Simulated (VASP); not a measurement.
# W8C8NO in VASP: single point with PBE+D3(BJ)

Aim: the single point of W8C8NO with PBE+D3(BJ).

Everything below comes from runs of VASP 6.6.1. Logs are shortened: lines on timing, memory, paths and dates and some standing lists are left out, and cuts for length are marked.

**1. The cell of the first run**

The cell holds a slab with vacuum, 18 atoms: a = 5.714 Å, b = 5.604 Å, c = 16.123 Å, α = 90.00°, β = 90.00°, γ = 90.00°.

**2. Single point, PBE+D3(BJ)**

The input, INCAR:

```
ALGO     = Normal         # electronic algorithm
EDIFF    = 1E-6           # SCF threshold, eV
ENCUT    = 520            # plane-wave cutoff, eV
GGA      = PE             # functional
ISIF     = 2              # what is computed and relaxed
ISMEAR   = 0              # smearing method
IVDW     = 12             # dispersion correction
LASPH    = True           # aspherical terms in the spheres
LCHARG   = True           # write CHGCAR
LELF     = True           # ELF
LREAL    = Auto         
LVHAR    = True         
LWAVE    = False          # write WAVECAR
NBANDS   = 92             # bands
NELM     = 60             # most SCF steps
PREC     = Accurate       # precision mode
SIGMA    = 0.05           # smearing width, eV
```

The input, KPOINTS:

```
k-points
0
Gamma
  4 5 1
```

The input, POSCAR:

```
W8C8NO
1.0
    5.7136600000      0.0000000000      0.0000000000
    0.0000000000      5.6044600000      0.0000000000
    0.0000000000      0.0000000000     16.1234790000
W C N O
8 8 1 1
Direct
    0.0000000000      0.0000000000      0.0620214161
    0.2506472209     -0.0030011812      0.2172839993
    0.0000000000      0.5000000000      0.0620214161
    0.2565864962      0.4988325369      0.2159600295
    0.5000000000      0.0000000000      0.0620214161
    0.7369936258      0.0029214233      0.2198922453
    0.5000000000      0.5000000000      0.0620214161
    0.7484374289      0.5019448796      0.2194339075
    0.5014689358      0.2529919029      0.1575426122
    0.4468498301      0.1914075576      0.3014447440
    0.5016936605      0.7493617583      0.1594831364
    0.2914940686      0.7362391738      0.3130178667
    1.0006519464      0.2482290890      0.1639447665
    0.6552285225      0.2739457503      0.3174017220
    0.9975252290      0.7466428523      0.1624249332
    0.6899922291      0.7604598837      0.3136674783
    0.4930765919      0.7217094957      0.3628999052
    0.4951335921      0.6580391331      0.4361976717
```

Potentials or basis: VASP PAW PBE potentials, release 64 (W_sv, C, N, O).

Launch:

```bash
$ cat potpaw_PBE.64/W_sv/POTCAR potpaw_PBE.64/C/POTCAR potpaw_PBE.64/N/POTCAR potpaw_PBE.64/O/POTCAR > POTCAR
$ mpirun -np 1 vasp_std > vasp.out
```

OUTCAR:

```text
EDIFF = 1E-6
   ENCUT = 520
   GGA = PE
   ISIF = 2
   ISMEAR = 0
   IVDW = 12
   LASPH = True
   LREAL = Auto
   NELM = 60
   PREC = Accurate
 IVDW          = 12

 ion  position               nearest neighbor table
   1  0.000  0.000  0.062-  13 2.15  15 2.15   3 2.80   3 2.80   5 2.86   5 2.86   2 2.88   6 2.96

   2  0.251  0.997  0.217-  10 2.07  12 2.14  13 2.18  15 2.20  11 2.20   9 2.24   6 2.78   4 2.79
                             4 2.81   5 2.88   1 2.88   6 2.94
   3  0.000  0.500  0.062-  15 2.13  13 2.17   1 2.80   1 2.80   7 2.86   7 2.86   4 2.88   8 2.92

   4  0.257  0.499  0.216-  12 2.06   9 2.18  11 2.18  13 2.19  15 2.21  10 2.46   2 2.79   8 2.81
                             2 2.81   7 2.85   3 2.88   8 2.90
   5  0.500  0.000  0.062-   9 2.09  11 2.11   7 2.80   7 2.80   1 2.86   1 2.86   2 2.88   6 2.88

   6  0.737  0.003  0.220-  16 2.05  11 2.19   9 2.19  13 2.23  14 2.24  15 2.27  10 2.36   2 2.78
                             8 2.80   8 2.81   5 2.88   2 2.94   1 2.96
   7  0.500  0.500  0.062-   9 2.07  11 2.10   5 2.80   5 2.80   4 2.85   3 2.86   3 2.86   8 2.91

   8  0.748  0.502  0.219-  14 2.10  16 2.13  15 2.18  11 2.20  13 2.21   9 2.22   6 2.80   6 2.81
                             4 2.81   4 2.90   7 2.91   3 2.92
   9  0.501  0.253  0.158-   7 2.07   5 2.09   4 2.18   6 2.19   8 2.22   2 2.24
  10  0.447  0.191  0.301-  14 1.30   2 2.07   6 2.36   4 2.46
  11  0.502  0.749  0.159-   7 2.10   5 2.11   4 2.18   6 2.19   8 2.20   2 2.20
  12  0.291  0.736  0.313-  17 1.41   4 2.06   2 2.14
  13  0.001  0.248  0.164-   1 2.15   3 2.17   2 2.18   4 2.19   8 2.21   6 2.23
  14  0.655  0.274  0.317-  10 1.30   8 2.10   6 2.24
  15  0.998  0.747  0.162-   3 2.13   1 2.15   8 2.18   2 2.20   4 2.21   6 2.27
  16  0.690  0.760  0.314-  17 1.39   6 2.05   8 2.13
  17  0.493  0.722  0.363-  18 1.23  16 1.39  12 1.41
  18  0.495  0.658  0.436-  17 1.23

  LATTYP: Found a simple orthorhombic cell.
 ALAT       =     5.6044600000
 B/A-ratio  =     1.0194844820
 C/A-ratio  =     2.8769014321

  Lattice vectors:

 A1 = (   0.0000000000,  -5.6044600000,   0.0000000000)
 A2 = (   5.7136600000,   0.0000000000,   0.0000000000)
 A3 = (   0.0000000000,   0.0000000000,  16.1234790000)

Analysis of symmetry for initial positions (statically):
=====================================================================
 Subroutine PRICEL returns:
 Original cell was already a primitive cell.

 Routine SETGRP: Setting up the symmetry group for a
 simple orthorhombic supercell.

 Subroutine GETGRP returns: Found  1 space group operations
 (whereof  1 operations were pure point group operations)
 out of a pool of  8 trial point group operations.

The static configuration has the point symmetry C_1 .

Analysis of symmetry for dynamics (positions and initial velocities):
=====================================================================
 Subroutine PRICEL returns:
 Original cell was already a primitive cell.

 Routine SETGRP: Setting up the symmetry group for a
 simple orthorhombic supercell.

 Subroutine GETGRP returns: Found  1 space group operations
 (whereof  1 operations were pure point group operations)
 out of a pool of  8 trial point group operations.

The dynamic configuration has the point symmetry C_1 .

 Subroutine INISYM returns: Found  1 space group operations
 (whereof  1 operations are pure point group operations),
 and found     1 'primitive' translations

----------------------------------------------------------------------------------------

                                     Primitive cell

  volume of cell :     516.3057

  direct lattice vectors                    reciprocal lattice vectors
     5.713660000  0.000000000  0.000000000     0.175019165  0.000000000  0.000000000
     0.000000000  5.604460000  0.000000000     0.000000000  0.178429322  0.000000000
     0.000000000  0.000000000 16.123479000     0.000000000  0.000000000  0.062021354

  length of vectors
     5.713660000  5.604460000 16.123479000     0.175019165  0.178429322  0.062021354

  position of ions in fractional coordinates (direct lattice)
     0.000000000  0.000000000  0.062021416
     0.250647221  0.996998819  0.217283999
     0.000000000  0.500000000  0.062021416
     0.256586496  0.498832537  0.215960030
     0.500000000  0.000000000  0.062021416
     0.736993626  0.002921423  0.219892245
[... 10 lines left out ...]
     0.493076592  0.721709496  0.362899905
     0.495133592  0.658039133  0.436197672

  ion indices of the primitive-cell ions
   primitive index   ion index
                 1           1
                 2           2
                 3           3
                 4           4
                 5           5
                 6           6
[... 10 lines left out ...]
                17          17
                18          18

----------------------------------------------------------------------------------------

 KPOINTS: k-points

Automatic generation of k-mesh.
 Grid dimensions read from file:
 generate k-points for:    4    5    1

 Generating k-lattice:

  Cartesian coordinates                     Fractional coordinates (reciprocal lattice)
     0.043754791  0.000000000  0.000000000     0.250000000  0.000000000  0.000000000
     0.000000000  0.035685864  0.000000000     0.000000000  0.200000000  0.000000000
     0.000000000  0.000000000  0.062021354     0.000000000  0.000000000  1.000000000

  Length of vectors
     0.043754791  0.035685864  0.062021354

  Shift w.r.t. Gamma in fractional coordinates (k-lattice)
     0.000000000  0.000000000  0.000000000

 Subroutine IBZKPT returns following result:
 ===========================================

 Found     11 irreducible k-points:

 Following reciprocal coordinates:
            Coordinates               Weight
  0.000000  0.000000  0.000000      1.000000
  0.250000  0.000000  0.000000      2.000000
  0.500000  0.000000  0.000000      1.000000
  0.000000  0.200000  0.000000      2.000000
  0.250000  0.200000  0.000000      2.000000
 -0.250000  0.200000  0.000000      2.000000
  0.500000  0.200000  0.000000      2.000000
  0.000000  0.400000  0.000000      2.000000
  0.250000  0.400000  0.000000      2.000000
 -0.250000  0.400000  0.000000      2.000000
  0.500000  0.400000  0.000000      2.000000
   k-points           NKPTS =     11   k-points in BZ     NKDIM =     11   number of bands    NBANDS=     92
   number of dos      NEDOS =    301   number of ions     NIONS =     18
   total plane-waves  NPLWV = 211680
   dimension x,y,z NGX =    42 NGY =   42 NGZ =  120
   dimension x,y,z NGXF=    84 NGYF=   84 NGZF=  240
   ions per type =               8   8   1   1
   NGX,Y,Z   is equivalent  to a cutoff of  12.22, 12.46, 12.37 a.u.
   NGXF,Y,Z  is equivalent  to a cutoff of  24.44, 24.92, 24.75 a.u.
 SYSTEM =  unknown system
   PREC   = accura    normal or accurate (medium, high low for compatibility)
   ISTART =      0    job   : 0-new  1-cont  2-samecut
   ICHARG =      2    charge: 1-file 2-atom 10-const
   ISPIN  =      1    spin polarized calculation?
   LNONCOLLINEAR =      F non collinear calculations
   LSORBIT =      F    spin-orbit coupling
   LASPH  =      T    aspherical Exc in radial PAW
   ENCUT  =  520.0 eV  38.22 Ry    6.18 a.u.  10.62 10.42 29.98*2*pi/ulx,y,z
   NELM   =     60;   NELMIN=  2; NELMDL= -5     # of ELM steps
   EDIFF  = 0.1E-05   stopping-criterion for ELM
   LREAL  =      T    real-space projection
   EDIFFG = 0.1E-04   stopping-criterion for IOM
   NSW    =      0    number of steps for IOM
   IBRION =     -1    ionic relax: 0-MD 1-quasi-New 2-CG
   NFREE  =      0    steps in history (QN), initial steepest desc. (CG)
   ISIF   =      2    stress and relaxation
   ISYM   =      2    0-nonsym 1-usesym 2-fastsym
   POTIM  = 0.5000    time-step for ionic-motion
   TEBEG  =    0.0;   TEEND  =   0.0 temperature during run
   PSTRESS=    0.0 pullay stress
   NELECT =     155.0000    total number of electrons
   NUPDOWN=      -1.0000    fix difference up-down
   EMIN   =  10.00;   EMAX   =-10.00  energy-range for DOS
   EFERMI =   0.00;   METHOD = LEGACY
   ISMEAR =     0;   SIGMA  =   0.05  broadening in eV -4-tet -1-fermi 0-gaus
   EFERMI_NEDOS =   21; number of points for ismear=-14 and -15
   IALGO  =     38    algorithm
   IMIX   =      4    mixing-type and parameters
     AMIX     =   0.40;   BMIX     =  1.00
     AMIX_MAG =   1.60;   BMIX_MAG =  1.00
  volume/ion in A,a.u.               =      28.68       193.57
  Fermi-wavevector in a.u.,A,eV,Ry     =   1.096183  2.071486 16.348996  1.201617
  Thomas-Fermi vector in A             =   2.232520
   LORBIT       =      0    0 simple, 1 ext, 2 COOP (PROOUT), +10 PAW based schemes
   GGA     = PE    functional components
   LHFCALC =     F    Hartree Fock is set to
   AEXX    =    0.0000 exact exchange contribution
   IVDW    =    12    specifies the selected vdW correction
   LEPSILON=     F    determine dielectric tensor
   LRPA    =     F    only Hartree local field effects (RPA)
 non-spin polarized calculation
 Gauss-broadening in eV      SIGMA  =   0.05
  energy-cutoff  :      520.00
  volume of cell :      516.31
 maximum number of plane-waves:     13955
   NGX = 21   NGY = 21   NGZ = 59

 number of electron     154.9999996 magnetization

 Free energy of the ion-electron system (eV)
  ---------------------------------------------------
  ext. energy  EPLUGINS =         0.00000000
  ---------------------------------------------------
  free energy    TOTEN  =      -172.63499894 eV

  energy without entropy =     -172.62650569  energy(sigma->0) =     -172.63075232

 E-fermi :   0.3469     XC(G=0):  -6.1852

 val. band max:        0.3458331691   @ k =   0.5000   0.0000   0.0000
 cond. band min:       0.3876336883   @ k =   0.5000   0.2000   0.0000
 fundamental gap:      0.0418005192
 Fermi energy:         0.3468819973

 k-point     1 :       0.0000    0.0000    0.0000
  band No.  band energies     occupation
      1     -74.0388      2.00000
      2     -73.9910      2.00000
      3     -73.9812      2.00000
      4     -73.9390      2.00000
      5     -73.8997      2.00000
      6     -73.8684      2.00000
[... 1001 lines left out ...]
     88       1.5450      0.00000
     89       1.7809      0.00000
 [bands above 89 left out]

------------------------ aborting loop because EDIFF is reached ----------------------------------------

 Edisp (eV)   -4.54486

 E8    (eV) :    -2.1197

  FORCE on cell =-STRESS in cart. coord.  units (eV):
  Direction    XX          YY          ZZ          XY          YZ          ZX
  --------------------------------------------------------------------------------------
  -------------------------------------------------------------------------------------
  Total     -12.65026    -3.05262     1.42253     1.06206     0.30535     0.10921
  in kB     -39.25573    -9.47276     4.41433     3.29573     0.94755     0.33889
  external pressure =      -14.77 kB  Pullay stress =        0.00 kB

 VOLUME and BASIS-vectors are now :
 -----------------------------------------------------------------------------
  energy-cutoff  :      520.00
  volume of cell :      516.31
      direct lattice vectors                 reciprocal lattice vectors
     5.713660000  0.000000000  0.000000000     0.175019165  0.000000000  0.000000000
     0.000000000  5.604460000  0.000000000     0.000000000  0.178429322  0.000000000
     0.000000000  0.000000000 16.123479000     0.000000000  0.000000000  0.062021354

 POSITION                                       TOTAL-FORCE (eV/Angst)
 -----------------------------------------------------------------------------------
      0.00000      0.00000      1.00000         0.010154     -0.187536      0.882006
      1.43211      5.58764      3.50337         0.011307     -0.025412     -0.059616
      0.00000      2.80223      1.00000        -0.124959     -0.010694      0.969072
      1.46605      2.79569      3.48203        -0.059010     -0.159316     -0.013030
      2.85683      0.00000      1.00000        -0.074994     -0.191884     -0.943360
      4.21093      0.01637      3.54543         0.203912     -0.080404     -0.087309
[... 10 lines left out ...]
      2.81727      4.04479      5.85121        -0.135434      0.267182     -0.412725
      2.82902      3.68795      7.03302         0.047824     -0.072355      0.480941
 -----------------------------------------------------------------------------------
    total drift:                               -0.007447     -0.007283     -0.011665

  FREE ENERGIE OF THE ION-ELECTRON SYSTEM (eV)
  ---------------------------------------------------
  free  energy   TOTEN  =      -177.1798614878 eV

  energy  without entropy=     -177.1713682375  energy(sigma->0) =     -177.17561486
```

It took 37 min on 1 thread of Intel Xeon 8259CL, shared host; peak memory 0.68 GiB.

What came out:

```
Free energy                : -177.1799 eV
Largest force              : 1.250 eV/Å
Band gap on the k mesh     : zero (an odd number of electrons rules out a gap without spin polarisation)
Dispersion energy per atom : -0.252 eV
```

Forces in eV/Å, atoms in the order of the input:
```
W    0.010 -0.188  0.882
W    0.011 -0.025 -0.060
W   -0.125 -0.011  0.969
W   -0.059 -0.159 -0.013
W   -0.075 -0.192 -0.943
W    0.204 -0.080 -0.087
W    0.171  0.376 -1.180
W   -0.153  0.034  0.043
C    0.048 -0.125  0.053
C   -0.195  0.277  0.161
C   -0.025  0.068 -0.031
C    0.143  0.012  0.026
C    0.000  0.027 -0.010
C    0.232 -0.114  0.117
C   -0.007  0.085  0.027
C   -0.093 -0.180 -0.022
N   -0.135  0.267 -0.413
O    0.048 -0.072  0.481
```

Caveat: the standard files for N, O and F lose accuracy on very short bonds; spin-orbit coupling is left out, which moves the levels of the heavy elements; an odd number of electrons without spin polarisation forces a metal; a magnetic or distorted state may lie lower.
